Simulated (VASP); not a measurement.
**CdS: single point with PBEsol**

The system is CdS.

```
Cd S
1.0
     4.26117    0.00000    0.00000
    -2.13058    3.69028    0.00000
     0.00000    0.00000    5.80417
Cd S
1 1
Direct
  0.00000 0.00000 0.44269
  0.66667 0.33333 0.43431
```

```
Program             : VASP 6.6.1
Task                : single point
Functional          : PBEsol
Potentials or basis : VASP PAW PBE potentials, release 64 (Cd_sv_GW, S)
Cutoff              : 540 eV
k mesh              : 9 × 9 × 6
Occupations         : gaussian, width 0.05 eV
Spin                : no spin polarisation
```

```json
{"Pressure": "-2.0 GPa", "Largest force": "0.017 eV/Å", "Band gap on the k mesh": "1.41 eV, indirect (the least direct gap lies 4.2 meV higher)"}
```

Forces on the atoms (eV/Å):
```
Cd   0.000  0.000 -0.017
S    0.000  0.000  0.017
```

Stress tensor (GPa, compression positive):
```
-2.75  0.00  0.00
 0.00 -2.75  0.00
 0.00  0.00 -0.54
```

Levels at points of the mesh, in eV from the valence-band top:
| k point | band 11 | band 12 | band 13 | band 14 | band 15 | band 16 |
| --- | --- | --- | --- | --- | --- | --- |
| (0.00, 0.00, 0.00) | -1.06 | 0.00 | 0.00 | 1.41 | 5.68 | 6.86 |
| (0.00, 0.00, 0.50) | -1.26 | 0.00 | 0.00 | 1.67 | 5.13 | 6.91 |

It took 100 s on 1 thread of Intel(R) Xeon(R) Platinum 8488C (Sapphire Rapids), on a shared host, peak memory 0.31 GiB.

Caveat: the PAW data sets were made with another functional, which shifts forces and pressure a little. A k mesh can miss the band edges.
